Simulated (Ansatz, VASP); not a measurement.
One calculation of Ir, two programs

File INCAR:

```
PREC = Accurate
ENCUT = 500
EDIFF = 1E-6
ISMEAR = 0
SIGMA = 0.1
LREAL = F
LASPH = T
NELM = 120
ALGO = Normal
ISIF = 2
LWAVE = F
LCHARG = F
GGA = PS
NBANDS = 10
GGA_COMPAT = F
```

Contents of KPOINTS:

```
regular mesh
0
Gamma
  18 18 18
```

The input POSCAR:

```
Ir
1.0
    0.0000000000      1.9330876567      1.9330876567
    1.9330876567      0.0000000000      1.9330876567
    1.9330876567      1.9330876567      0.0000000000
Ir
1
Direct
    0.0000000000      0.0000000000      0.0000000000
```

Input for Ansatz:

```yaml
crystal:
  lattice:
    - [0.0, 1.9330876567, 1.9330876567]
    - [1.9330876567, 0.0, 1.9330876567]
    - [1.9330876567, 1.9330876567, 0.0]
  atoms:
    - { symbol: Ir, position: [0.0, 0.0, 0.0] }
basis:
  ecutwfc: 420
kpoints:
  mp_grid: { grid: [18, 18, 18] }
hamiltonian:
  xc: pbesol
scf:
  occupations: { method: gaussian, width: 0.1 }
output:
  forces: true
  stress: true
  eigenvalues: true
```

Alike in both runs: task single point; functional PBEsol; k mesh 18 × 18 × 18; occupations gaussian, width 0.1 eV; no spin polarisation.

|  | VASP | Ansatz |
| --- | --- | --- |
| version | VASP 6.6.1 | Ansatz 0.2.0 |
| potentials or method | VASP PAW PBE potentials, release 64 (Ir), cutoff 500 eV | scalar-relativistic, plane waves, PAW |
| valence electrons in the cell | 9 | 17 |

|  | VASP | Ansatz | Ansatz less VASP |
| --- | --- | --- | --- |
| gap on the k mesh at the Fermi level (eV) | none | none | - |
| pressure (GPa) | -9.3 | -10.1 | -0.77 |

VASP's potentials were made for PBE, not for PBEsol. A gap of «none» marks a metal or a gap that the smearing closes. The functional is the same, so the differences come from potentials, cutoffs and numerics. VASP's potentials hold 9 valence electrons a cell and Ansatz's 17, so a difference there can come from the potentials and not from the codes.

Neither program's run includes spin-orbit coupling.
